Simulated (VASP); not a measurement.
Wanted: the native input for a VASP 6.6.1 run.

```yaml
Task: single point
Functional: PBEsol
Dispersion: D4
Potentials_or_basis: VASP PAW PBE potentials, release 64 (Ga_d)
Cutoff: 520 eV
k_mesh: 10 × 10 × 10
Occupations: fermi-dirac, width 0.05 eV
Spin: no spin polarisation
Dipole_correction: no
Further_INCAR_settings: ALGO = Normal; EDIFF = 1e-07; NBANDS = 12
```

The structure of Ga lies in POSCAR:

```
Ga
1.0
    2.6229022946      0.0000000000      0.0000000000
    0.0000000000      2.6229022946      0.0000000000
    0.0000000000      0.0000000000      2.6229022946
Ga
1
Direct
    0.0000000000      0.0000000000      0.0000000000
```

These files were run (other wordings do the same):

INCAR

```
SYSTEM = Ga
PREC = Accurate ; ENCUT = 520
EDIFF = 1E-7 ; ISMEAR = -1
SIGMA = 0.05 ; LREAL = .False.
LASPH = .True. ; NELM = 60
ALGO = Normal ; ISIF = 2
LWAVE = .False. ; LCHARG = .True.
GGA = PS ; IVDW = 13
LELF = .True. ; LVHAR = .True.
NBANDS = 12
```

KPOINTS

```
Automatic mesh
0
Gamma
  10 10 10
  0 0 0
```

Potentials or basis: VASP PAW PBE potentials, release 64 (Ga_d).

Run with:

```console
$ cat potpaw_PBE.64/Ga_d/POTCAR > POTCAR
$ mpirun -np 1 vasp_std > vasp.out
```

Results of the run:

```yaml
Pressure: 0.1 GPa
Dispersion_energy_per_atom: -0.290 eV
```

Caveat: the PAW data sets were made with another functional, which shifts forces and pressure a little; pairwise dispersion overbinds metals, which lowers pressure and volume.

It took 4.4 s on 1 thread of Intel(R) Xeon(R) 6975P-C (Granite Rapids), on a shared host, peak memory 0.12 GiB.
